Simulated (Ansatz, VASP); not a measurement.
## Two plane-wave programs on Ru

```xyz
2
Lattice="2.7039 0.0000 0.0000 -1.3519 2.3416 0.0000 0.0000 0.0000 4.2817" Properties=species:S:1:pos:R:3 pbc="T T T"
Ru    0.0000    1.5611    1.0704
Ru    1.3519    0.7805    3.2113
```

Alike in both runs: task relaxation of cell and atoms; functional PBEsol; k mesh 13 × 13 × 8; occupations fermi-dirac, width 0.1 eV; no spin polarisation.

|  | VASP | Ansatz |
| --- | --- | --- |
| version | VASP 6.6.1 | Ansatz 0.2.0 |
| potentials or method | VASP PAW PBE potentials, release 64 (Ru_pv), cutoff 600 eV | plane waves (420 eV) with PAW, scalar-relativistic |
| valence electrons in the cell | 28 | 32 |

|  | VASP | Ansatz | Ansatz less VASP |
| --- | --- | --- | --- |
| relaxed volume (Å³/atom) | 13.33 | 13.33 | +0.002 |
| relaxed cell length with the largest relative difference (Å) | 2.693 | 2.693 | +0.0002 |

VASP's potentials were made for PBE, not for PBEsol, and Ansatz warns of the same on its side. VASP's potentials hold 28 valence electrons a cell and Ansatz's 32, so a difference there can come from the potentials and not from the codes.
